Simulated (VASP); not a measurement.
The system is Te.

```xyz
3
Lattice="4.5303 0.0000 0.0000 -2.2651 3.9233 0.0000 0.0000 0.0000 5.9374" Properties=species:S:1:pos:R:3 pbc="T T T"
Te   -1.0492    3.9233    1.9791
Te   -0.6080    1.0530    3.9583
Te    1.6572    2.8703    0.0000
```

Base run:

```yaml
Program: VASP 6.6.1
Functional: PBE
Potentials_or_basis: VASP PAW PBE potentials, release 64 (Te)
Cutoff: 520 eV
k_mesh: 8 × 8 × 5
Occupations: fermi-dirac, width 0.05 eV
Spin: no spin polarisation
```

Its results: band gap on the k mesh 0.62 eV, indirect (least direct gap 0.88 eV); pressure 0.0 GPa.

Task: After a change of settings the same cell gave: band gap on the k mesh 0.59 eV, indirect (least direct gap 0.96 eV); pressure 1.3 GPa. Which change was it?
A. k mesh from 8 × 8 × 5 to 5 × 5 × 4
B. k mesh from 8 × 8 × 5 to 3 × 3 × 2
C. k mesh from 8 × 8 × 5 to 4 × 4 × 3
D. k mesh from 8 × 8 × 5 to 2 × 2 × 2

Result: D.

Caveats: some runs use coarse meshes; spin-orbit coupling is left out, which moves the levels of the heavy elements.
